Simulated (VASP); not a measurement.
Write the native input for VASP 6.6.1 that does the following.

* Task: single point
* Functional: PBEsol
* Potentials or basis: VASP PAW PBE potentials, release 64 (Hf_pv, C, W_sv)
* Cutoff: 520 eV
* k mesh: 9 × 9 × 1
* Occupations: gaussian, width 0.1 eV
* Spin: collinear spin
* Starting moments: [0.0, 0.0, 0.0, 0.0, 0.0, 0.0, 0.0, 0.0, 4.0] μB
* Dipole correction: yes
* Further INCAR settings: ALGO = Normal; EDIFF = 1e-06; NBANDS = 49

The structure of Hf4WC4 lies in POSCAR:

```
Hf4WC4
1.0
    3.2578677675      0.0000000000      0.0000000000
    0.0000000000      3.2578677675      0.0000000000
    0.0000000000      0.0000000000     25.9109811718
Hf C W
4 4 1
Direct
    0.0000000000      0.0000000000      0.3280462420
    0.5000000000      0.5000000000      0.4169529637
    0.0000000000      0.0000000000      0.5029466045
    0.5000000000      0.5000000000      0.5930684566
    0.5000000000      0.5000000000      0.3280462420
    0.0000000000      0.0000000000      0.4169529637
    0.5000000000      0.5000000000      0.5059083072
    0.0000000000      0.0000000000      0.6197710755
    1.0000000000      0.5000000000      0.6734145249
```

One way to write it, as run:

INCAR

```
PREC = Accurate
ENCUT = 520
EDIFF = 1E-6
ISMEAR = 0
SIGMA = 0.1
LREAL = False
LASPH = True
NELM = 150
ALGO = Normal
ISIF = 2
LWAVE = False
LCHARG = True
ISPIN = 2
MAGMOM = 0 0 0 0 0 0 0 0 4
LORBIT = 11
LMAXMIX = 4
LDIPOL = True
IDIPOL = 3
DIPOL = 0.5 0.5 0.487
GGA = PS
LVHAR = True
LVACPOTAV = True
NBANDS = 49
KPAR = 4
```

KPOINTS

```
Automatic mesh
0
Gamma
  9 9 1
```

Potentials or basis: VASP PAW PBE potentials, release 64 (Hf_pv, C, W_sv).

Run with:

```sh
$ cat potpaw_PBE.64/Hf_pv/POTCAR potpaw_PBE.64/C/POTCAR potpaw_PBE.64/W_sv/POTCAR > POTCAR
$ mpirun -np 4 vasp_std > vasp.out
```

It gave:

```yaml
Largest_force: 1.566 eV/Å
Band_gap_on_the_k_mesh: zero (filled and empty bands overlap)
Net_moment: 0.00 μB per cell
Valence_electrons_inside_the_program's_atomic_spheres: Hf 8.50, 8.71, 8.66, 8.75; C 2.33, 2.40, 2.39, 2.31; W 11.99
```

Caveat: the PAW data sets were made with another functional, which shifts forces and pressure a little; spin-orbit coupling is left out, which moves the levels of the heavy elements.

Run time: 22 min on 4 MPI ranks on Intel(R) Xeon(R) Platinum 8488C (Sapphire Rapids), on a shared host, peak memory 0.8 GiB a rank.
